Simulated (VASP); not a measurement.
Input of a VASP 6.6.1 run:

The input INCAR:

```
SYSTEM = ZrNbGe2
PREC     = Accurate       ! precision mode
ENCUT    = 520            ! plane-wave cutoff, eV
EDIFF    = 1E-6           ! SCF threshold, eV
ISMEAR   = 0              ! smearing method
SIGMA    = 0.1            ! smearing width, eV
LREAL    = .False.        ! projectors in reciprocal space
LASPH    = .True.         ! aspherical terms in the spheres
NELM     = 60             ! most SCF steps
ALGO     = Normal         ! electronic algorithm
ISIF     = 2              ! what is computed and relaxed
LWAVE    = .False.        ! write WAVECAR
LCHARG   = .False.        ! write CHGCAR
GGA      = PE             ! functional
NBANDS   = 34             ! bands
```

Contents of KPOINTS:

```
Automatic mesh
0
Gamma
  4 4 4
  0 0 0
```

File POSCAR:

```
ZrNbGe2
1.0
   -2.4664688276      2.4664688276      2.9284234325
    2.4664688276     -2.4664688276      2.9284234325
    2.4664688276      2.4664688276     -2.9284234325
Zr Nb Ge
1 1 2
Direct
    0.5000000000      0.5000000000      0.0000000000
    0.0000000000      0.0000000000      0.0000000000
    0.7500000000      0.2500000000      0.5000000000
    0.2500000000      0.7500000000      0.5000000000
```

Potentials or basis: VASP PAW PBE potentials, release 64 (Zr_sv, Nb_sv, Ge_d).

Command:

```console
$ cat potpaw_PBE.64/Zr_sv/POTCAR potpaw_PBE.64/Nb_sv/POTCAR potpaw_PBE.64/Ge_d/POTCAR > POTCAR
$ mpirun -np 1 vasp_std > vasp.out
```

(1) Predict the pressure.

(2) What does it give for the band gap on the k mesh?

## Answers

(1) -0.1 GPa.

(2) zero (an odd number of electrons rules out a gap without spin polarisation).

Caveat: the k points lie up to 0.42 Å⁻¹ apart, too coarse for converged energies and pressures of a metal.
